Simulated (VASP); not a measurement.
Here is a VASP 6.6.1 calculation.

INCAR

```
SYSTEM = CuAu
PREC     = Accurate       ! precision mode
ENCUT    = 520            ! plane-wave cutoff, eV
EDIFF    = 1E-7           ! SCF threshold, eV
ISMEAR   = 1              ! smearing method
SIGMA    = 0.05           ! smearing width, eV
LREAL    = .FALSE.        ! projectors in reciprocal space
LASPH    = .TRUE.         ! aspherical terms in the spheres
NELM     = 80             ! most SCF steps
ALGO     = Normal         ! electronic algorithm
ISIF     = 2              ! what is computed and relaxed
LWAVE    = .FALSE.        ! write WAVECAR
LCHARG   = .TRUE.         ! write CHGCAR
GGA      = PE             ! functional
LELF     = .TRUE.         ! ELF
LVHAR    = .TRUE.       
NBANDS   = 18             ! bands
```

File KPOINTS:

```
Automatic mesh
0
G
  8 8 6
  0 0 0
```

The input POSCAR:

```
CuAu
1.0
    2.8107494552      0.0000000000      0.0000000000
    0.0000000000      2.8107494552      0.0000000000
    0.0000000000      0.0000000000      3.6850000000
Au Cu
1 1
Direct
    0.0000000000      0.0000000000      0.0000000000
    0.5000000000      0.5000000000      0.5000000000
```

Potentials or basis: VASP PAW PBE potentials, release 64 (Au, Cu).

The run is started by

```console
$ cat potpaw_PBE.64/Au/POTCAR potpaw_PBE.64/Cu/POTCAR > POTCAR
$ mpirun -np 1 vasp_std > vasp.out
```

What does it give for the band gap on the k mesh?

Zero (band 11 reaches 14.10 eV, above the bottom of band 12 at 6.75 eV).

Estimate the pressure.

5.1 GPa.

Stress tensor (GPa, compression positive):
```
6.21 0.00 0.00
0.00 6.21 0.00
0.00 0.00 2.96
```

Caveat: spin-orbit coupling is left out, which moves the levels of the heavy elements.
